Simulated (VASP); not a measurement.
Here is a VASP 6.6.1 calculation.

The input POSCAR:

```
SnSe
1.0
    0.0000000000      2.9485541872      2.9485541872
    2.9485541872      0.0000000000      2.9485541872
    2.9485541872      2.9485541872      0.0000000000
Sn Se
1 1
Direct
    0.0000000000      0.0000000000      0.0000000000
    0.5000000000      0.5000000000      0.5000000000
```

The input INCAR.step1:

```
ALGO     = Normal         # electronic algorithm
EDIFF    = 1E-4           # SCF threshold, eV
ENCUT    = 520            # plane-wave cutoff, eV
GGA      = PE             # functional
ISMEAR   = -1             # smearing method
LASPH    = T              # aspherical terms in the spheres
LCHARG   = F              # write CHGCAR
LREAL    = F              # projectors in reciprocal space
LWAVE    = T              # write WAVECAR
NBANDS   = 17             # bands
NELM     = 60             # most SCF steps
PREC     = Accurate       # precision mode
SIGMA    = 0.05           # smearing width, eV
```

File INCAR.step2:

```
ALGO     = Normal         # electronic algorithm
EDIFF    = 1E-6           # SCF threshold, eV
ENCUT    = 520            # plane-wave cutoff, eV
ISIF     = 2              # what is computed and relaxed
ISMEAR   = -1             # smearing method
ISTART   = 1            
LASPH    = T              # aspherical terms in the spheres
LCHARG   = F              # write CHGCAR
LMIXTAU  = T            
LREAL    = F              # projectors in reciprocal space
LWAVE    = F              # write WAVECAR
METAGGA  = R2SCAN         # meta-GGA
NBANDS   = 17             # bands
NELM     = 60             # most SCF steps
PREC     = Accurate       # precision mode
SIGMA    = 0.05           # smearing width, eV
```

The input KPOINTS:

```
k-points
0
Gamma
  8 8 8
```

Potentials or basis: VASP PAW PBE potentials, release 64 (Sn_d, Se).

The run is started by

```console
$ cat potpaw_PBE.64/Sn_d/POTCAR potpaw_PBE.64/Se/POTCAR > POTCAR
$ cp INCAR.step1 INCAR
$ mpirun -np 1 vasp_std > vasp.out
$ cp INCAR.step2 INCAR
$ mpirun -np 1 vasp_std > vasp.out
```

(1) Predict the band gap on the k mesh.

(2) Estimate the pressure.

Results:

(1) 0.72 eV, indirect (least direct gap 0.76 eV).

(2) 3.6 GPa.

Caveat: the PAW data sets were made with another functional, which shifts forces and pressure a little; spin-orbit coupling is left out, which moves the levels of the heavy elements.
